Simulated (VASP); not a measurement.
# TaRe: single point with LDA

Crystal: TaRe.

```
Ta Re
1.0
     1.57593   -2.26007    0.00000
     1.57593    2.26007    0.00000
     0.00000    0.00000    4.38731
Ta Re
1 1
Direct
  0.50000 0.50000 0.50000
  0.00000 0.00000 0.00000
```

```yaml
Program: VASP 6.6.1
Task: single point
Functional: LDA
Potentials_or_basis: VASP PAW LDA potentials, release 64 (Ta_sv_GW, Re_sv_GW)
Cutoff: 500 eV
k_mesh: 8 × 8 × 5
Occupations: gaussian, width 0.05 eV
Spin: no spin polarisation
Dipole_correction: no
Second_run: valence_matched
Further_INCAR_settings: ALGO = Normal; EDIFF = 1e-06; NBANDS = 21
```

| Item | Value |
| --- | --- |
| Pressure | -0.8 GPa |
| Band gap on the k mesh | zero (band 14 reaches 14.93 eV, above the bottom of band 15 at 11.70 eV) |

Stress tensor (GPa, compression positive):
```
-2.22  0.00  0.00
 0.00 -0.09  0.00
 0.00  0.00  0.02
```

Levels at points of the mesh, in eV from the Fermi level:
```tsv
k point	band 12	band 13	band 14	band 15	band 16	band 17
(0.00, 0.00, 0.00)	-1.60	-1.29	-0.53	1.23	1.23	1.40
(0.50, 0.00, 0.00)	-2.50	-2.35	-1.69	0.55	1.71	3.17
(0.50, 0.50, 0.00)	-3.70	0.80	2.38	3.58	3.70	5.33
```

Run time: 33 s on 1 thread of Intel(R) Xeon(R) 6975P-C (Granite Rapids), with other jobs on the host, peak memory 0.16 GiB.

Caveat: spin-orbit coupling is left out, which moves the levels of the heavy elements.
